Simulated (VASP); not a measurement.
# Te (P2/m) in VASP: a series of runs

Runs on Te. Level: PBE. Tasks: single point, relaxation of cell and atoms.

Program: VASP 6.6.1. These are calculated values, not measurements. Logs are shortened: lines on timing, memory, paths and dates and some standing lists are left out, and cuts for length are marked.

**1. The cell of the first run**

It takes space group P2/m (No. 10, monoclinic). Conventional cell: a = 3.002 Å, b = 3.274 Å, c = 3.352 Å, α = 90.00°, β = 93.43°, γ = 90.00°. Te (site symmetry 2/m) has 6 Te at 3.00 to 3.35 Å within 4.0 Å.

**2. Single point, PBE**

The input, INCAR:

```
  PREC = Accurate
  ENCUT = 520
  EDIFF = 1E-6
  ISMEAR = 0
  SIGMA = 0.1
  LREAL = False
  LASPH = True
  NELM = 100
  ALGO = Normal
  ISIF = 2
  LWAVE = False
  LCHARG = False
  GGA = PE
  NBANDS = 9
```

The input, KPOINTS:

```
regular mesh
0
Gamma
  6 4 6
```

The input, POSCAR:

```
Te
1.0
    2.9775590557      0.0000000000      0.3843765721
    0.0000000000      3.2744242988      0.0000000000
   -0.6272685422      0.0000000000      3.2925814700
Te
1
Direct
    0.0000000000      0.0000000000      0.5000000000
```

Potentials or basis: VASP PAW PBE potentials, release 64 (Te).

The run is started by

```sh
$ cat potpaw_PBE.64/Te/POTCAR > POTCAR
$ mpirun -np 1 vasp_std > vasp.out
```

OUTCAR:

```text
PREC = Accurate
   ENCUT = 520
   EDIFF = 1E-6
   ISMEAR = 0
   LREAL = False
   LASPH = True
   NELM = 100
   ISIF = 2
   GGA = PE

 ion  position               nearest neighbor table
   1  0.000  0.000  0.500-

  LATTYP: Found a simple monoclinic cell.
 ALAT       =     3.0022663572
 B/A-ratio  =     1.0906508315
 C/A-ratio  =     1.1164230295
 COS(beta)  =    -0.0598368570

  Lattice vectors:

 A1 = (   2.9775590557,   0.0000000000,   0.3843765721)
 A2 = (   0.0000000000,   3.2744242988,   0.0000000000)
 A3 = (  -0.6272685422,   0.0000000000,   3.2925814700)

Analysis of symmetry for initial positions (statically):
=====================================================================
 Subroutine PRICEL returns:
 Original cell was already a primitive cell.

 Routine SETGRP: Setting up the symmetry group for a
 simple monoclinic supercell.

 Subroutine GETGRP returns: Found  4 space group operations
 (whereof  4 operations were pure point group operations)
 out of a pool of  4 trial point group operations.

The static configuration has the point symmetry C_2h.

Analysis of symmetry for dynamics (positions and initial velocities):
=====================================================================
 Subroutine PRICEL returns:
 Original cell was already a primitive cell.

 Routine SETGRP: Setting up the symmetry group for a
 simple monoclinic supercell.

 Subroutine GETGRP returns: Found  4 space group operations
 (whereof  4 operations were pure point group operations)
 out of a pool of  4 trial point group operations.

The dynamic configuration has the point symmetry C_2h.

 Subroutine INISYM returns: Found  4 space group operations
 (whereof  4 operations are pure point group operations),
 and found     1 'primitive' translations

----------------------------------------------------------------------------------------

                                     Primitive cell

  volume of cell :      32.8915

  direct lattice vectors                    reciprocal lattice vectors
     2.977559056  0.000000000  0.384376572     0.327784327  0.000000000  0.062446077
     0.000000000  3.274424299  0.000000000     0.000000000  0.305397196  0.000000000
    -0.627268542  0.000000000  3.292581470    -0.038265603  0.000000000  0.296423095

  length of vectors
     3.002266357  3.274424299  3.351799302     0.333679603  0.305397196  0.298882766

  position of ions in fractional coordinates (direct lattice)
     0.000000000  0.000000000  0.500000000

  ion indices of the primitive-cell ions
   primitive index   ion index
                 1           1

----------------------------------------------------------------------------------------

 KPOINTS: regular mesh

Automatic generation of k-mesh.
 Grid dimensions read from file:
 generate k-points for:    6    4    6

 Generating k-lattice:

  Cartesian coordinates                     Fractional coordinates (reciprocal lattice)
     0.054630721  0.000000000  0.010407680     0.166666667  0.000000000 -0.000000000
     0.000000000  0.076349299  0.000000000     0.000000000  0.250000000  0.000000000
    -0.006377601  0.000000000  0.049403849     0.000000000  0.000000000  0.166666667

  Length of vectors
     0.055613267  0.076349299  0.049813794

  Shift w.r.t. Gamma in fractional coordinates (k-lattice)
     0.000000000  0.000000000  0.000000000

 Subroutine IBZKPT returns following result:
 ===========================================

 Found     60 irreducible k-points:

 Following reciprocal coordinates:
            Coordinates               Weight
  0.000000  0.000000  0.000000      1.000000
  0.166667  0.000000  0.000000      2.000000
  0.333333  0.000000  0.000000      2.000000
  0.500000  0.000000  0.000000      1.000000
  0.000000  0.250000  0.000000      2.000000
  0.166667  0.250000  0.000000      4.000000
[... 16 lines left out ...]
 -0.333333  0.250000  0.166667      4.000000
 -0.166667  0.250000  0.166667      4.000000
 [... further k-points ...]
   k-points           NKPTS =     60   k-points in BZ     NKDIM =     60   number of bands    NBANDS=      9
   number of dos      NEDOS =    301   number of ions     NIONS =      1
   total plane-waves  NPLWV =  16128
   dimension x,y,z NGX =    24 NGY =   24 NGZ =   28
   dimension x,y,z NGXF=    48 NGYF=   48 NGZF=   56
   ions per type =               1
   NGX,Y,Z   is equivalent  to a cutoff of  13.29, 12.19, 13.89 a.u.
   NGXF,Y,Z  is equivalent  to a cutoff of  26.58, 24.37, 27.78 a.u.
 SYSTEM =  unknown system
   PREC   = accura    normal or accurate (medium, high low for compatibility)
   ISTART =      0    job   : 0-new  1-cont  2-samecut
   ICHARG =      2    charge: 1-file 2-atom 10-const
   ISPIN  =      1    spin polarized calculation?
   LNONCOLLINEAR =      F non collinear calculations
   LSORBIT =      F    spin-orbit coupling
   LASPH  =      T    aspherical Exc in radial PAW
   ENCUT  =  520.0 eV  38.22 Ry    6.18 a.u.   5.58  6.09  6.23*2*pi/ulx,y,z
   NELM   =    100;   NELMIN=  2; NELMDL= -5     # of ELM steps
   EDIFF  = 0.1E-05   stopping-criterion for ELM
   LREAL  =      F    real-space projection
   EDIFFG = 0.1E-04   stopping-criterion for IOM
   NSW    =      0    number of steps for IOM
   IBRION =     -1    ionic relax: 0-MD 1-quasi-New 2-CG
   NFREE  =      0    steps in history (QN), initial steepest desc. (CG)
   ISIF   =      2    stress and relaxation
   ISYM   =      2    0-nonsym 1-usesym 2-fastsym
   POTIM  = 0.5000    time-step for ionic-motion
   TEBEG  =    0.0;   TEEND  =   0.0 temperature during run
   PSTRESS=    0.0 pullay stress
   NELECT =       6.0000    total number of electrons
   NUPDOWN=      -1.0000    fix difference up-down
   EMIN   =  10.00;   EMAX   =-10.00  energy-range for DOS
   EFERMI =   0.00;   METHOD = LEGACY
   ISMEAR =     0;   SIGMA  =   0.10  broadening in eV -4-tet -1-fermi 0-gaus
   EFERMI_NEDOS =   21; number of points for ismear=-14 and -15
   IALGO  =     38    algorithm
   IMIX   =      4    mixing-type and parameters
     AMIX     =   0.40;   BMIX     =  1.00
     AMIX_MAG =   1.60;   BMIX_MAG =  1.00
  volume/ion in A,a.u.               =      32.89       221.96
  Fermi-wavevector in a.u.,A,eV,Ry     =   0.928462  1.754539 11.728790  0.862042
  Thomas-Fermi vector in A             =   2.054641
   LORBIT       =      0    0 simple, 1 ext, 2 COOP (PROOUT), +10 PAW based schemes
   GGA     = PE    functional components
   LHFCALC =     F    Hartree Fock is set to
   AEXX    =    0.0000 exact exchange contribution
   IVDW    =     0    specifies the selected vdW correction
   LEPSILON=     F    determine dielectric tensor
   LRPA    =     F    only Hartree local field effects (RPA)
 non-spin polarized calculation
 Gauss-broadening in eV      SIGMA  =   0.10
  energy-cutoff  :      520.00
  volume of cell :       32.89
 maximum number of plane-waves:       900
 NGX is ok and might be reduce to    24
   NGX = 11   NGY = 13   NGZ = 13

 number of electron       6.0000000 magnetization

 Free energy of the ion-electron system (eV)
  ---------------------------------------------------
  ext. energy  EPLUGINS =         0.00000000
  ---------------------------------------------------
  free energy    TOTEN  =        -3.08719635 eV

  energy without entropy =       -3.08530641  energy(sigma->0) =       -3.08625138

 E-fermi :   6.3138     XC(G=0):  -9.2476

 val. band max:        6.2361739739   @ k =  -0.1667   0.0000   0.1667
 cond. band min:       6.4083020783   @ k =   0.1667   0.2500   0.0000
 fundamental gap:      0.1721281044
 Fermi energy:         6.3138327551

 k-point     1 :       0.0000    0.0000    0.0000
  band No.  band energies     occupation
      1      -7.3164      2.00000
      2       6.5241      0.00294
      3       7.0003      0.00000
      4       9.1268      0.00000
      5      11.5792      0.00000
      6      12.0726      0.00000
      7      14.1674      0.00000
      8      22.5289      0.00000
      9      23.3969      0.00000

 k-point     2 :       0.1667    0.0000    0.0000
  band No.  band energies     occupation
      1      -6.8977      2.00000
      2       5.8367      2.00000
      3       6.9068      0.00000
      4       7.3876      0.00000
      5      12.0313      0.00000
      6      12.4800      0.00000
      7      17.8498      0.00000
      8      19.8954      0.00000
      9      20.8608      0.00000

 k-point     3 :       0.3333    0.0000    0.0000
  band No.  band energies     occupation
      1      -5.7528      2.00000
      2       1.9300      2.00000
      3       7.8062      0.00000
      4       8.3417      0.00000
      5      13.2161      0.00000
      6      13.5975      0.00000
      7      16.7383      0.00000
      8      17.6869      0.00000
      9      18.7544      0.00000

 k-point     4 :       0.5000    0.0000    0.0000
  band No.  band energies     occupation
      1      -4.8014      2.00000
      2       0.0038      2.00000
      3       8.4093      0.00000
      4       8.9779      0.00000
      5      14.1620      0.00000
      6      15.3159      0.00000
      7      15.4029      0.00000
      8      16.3006      0.00000
      9      16.4239      0.00000

 k-point     5 :       0.0000    0.2500    0.0000
  band No.  band energies     occupation
      1      -6.7135      2.00000
      2       3.0999      2.00000
      3       7.0424      0.00000
      4       9.6425      0.00000
      5      12.3053      0.00000
      6      14.7261      0.00000
      7      17.2571      0.00000
      8      18.1334      0.00000
      9      19.8378      0.00000

 k-point     6 :       0.1667    0.2500    0.0000
  band No.  band energies     occupation
      1      -6.2936      2.00000
      2       3.4976      2.00000
      3       6.4083      0.18155
      4       7.4250      0.00000
      5      12.7324      0.00000
      6      15.9500      0.00000
      7      17.8537      0.00000
      8      18.4319      0.00000
      9      18.7525      0.00000
[... 169 lines left out ...]
 k-point    21 :       0.3333    0.2500    0.1667
  band No.  band energies     occupation
      1      -4.8444      2.00000
      2       2.6170      2.00000
      3       4.8352      2.00000
      4       6.1052      1.99683
      5      12.6597      0.00000
      6      14.9744      0.00000
      7      16.0924      0.00000
      8      17.7184      0.00000
      9      19.8958      0.00000

 k-point    22 :       0.5000    0.2500    0.1667
  band No.  band energies     occupation
      1      -3.9200      2.00000
      2       0.7806      2.00000
      3       5.5470      2.00000
      4       7.0451      0.00000
      5      11.1659      0.00000
      6      13.1774      0.00000
      7      16.9135      0.00000
      8      18.1284      0.00000
      9      20.6554      0.00000

 k-point    23 :      -0.3333    0.2500    0.1667
  band No.  band energies     occupation
      1      -4.9308      2.00000
      2       2.8193      2.00000
      3       4.7550      2.00000
      4       6.5910      0.00009
      5      12.7485      0.00000
      6      14.0346      0.00000
      7      16.1566      0.00000
      8      17.1309      0.00000
      9      19.7478      0.00000

 k-point    24 :      -0.1667    0.2500    0.1667
  band No.  band energies     occupation
      1      -6.0671      2.00000
      2       3.7189      2.00000
      3       5.4865      2.00000
      4       6.8123      0.00000
      5      14.4426      0.00000
      6      15.9711      0.00000
      7      16.5278      0.00000
      8      17.3681      0.00000
      9      18.1318      0.00000

 [... further k-points ...]

------------------------ aborting loop because EDIFF is reached ----------------------------------------

  FORCE on cell =-STRESS in cart. coord.  units (eV):
  Direction    XX          YY          ZZ          XY          YZ          ZX
  --------------------------------------------------------------------------------------
  -------------------------------------------------------------------------------------
  Total       -0.0127030     -0.0242199      0.0157876      0.0000000      0.0000000      0.0282454
  in kB       -0.6187765     -1.1797753      0.7690318      0.0000000      0.0000000      1.3758634
  external PRESSURE =      -0.3431733 kB  Pullay stress =       0.0000000 kB

 VOLUME and BASIS-vectors are now :
 -----------------------------------------------------------------------------
  energy-cutoff  :      520.00
  volume of cell :       32.89
      direct lattice vectors                 reciprocal lattice vectors
     2.977559056  0.000000000  0.384376572     0.327784327  0.000000000  0.062446077
     0.000000000  3.274424299  0.000000000     0.000000000  0.305397196  0.000000000
    -0.627268542  0.000000000  3.292581470    -0.038265603  0.000000000  0.296423095

 POSITION                                       TOTAL-FORCE (eV/Angst)
 -----------------------------------------------------------------------------------
     -0.31363      0.00000      1.64629         0.000000      0.000000      0.000000
 -----------------------------------------------------------------------------------
    total drift:                                0.000000      0.000000     -0.000000

  FREE ENERGIE OF THE ION-ELECTRON SYSTEM (eV)
  ---------------------------------------------------
  free  energy   TOTEN  =        -3.0871963501 eV

  energy  without entropy=       -3.0853064116  energy(sigma->0) =       -3.08625138
```

Wall time 8.1 s (1 thread of Intel Xeon Platinum 8259CL at 2.50GHz (Skylake/Cascade Lake), shared host); peak memory 0.15 GiB.

What came out:

| Property | Result |
| --- | --- |
| Free energy | -3.0872 eV |
| Pressure | 0.0 GPa |
| Band gap on the k mesh | zero (band 3 reaches 8.41 eV, above the bottom of band 4 at 4.15 eV) |

Caveat: the k points lie up to 0.48 Å⁻¹ apart; spin-orbit coupling is left out, which moves the levels of the heavy elements.

[end of part 1 of 3]
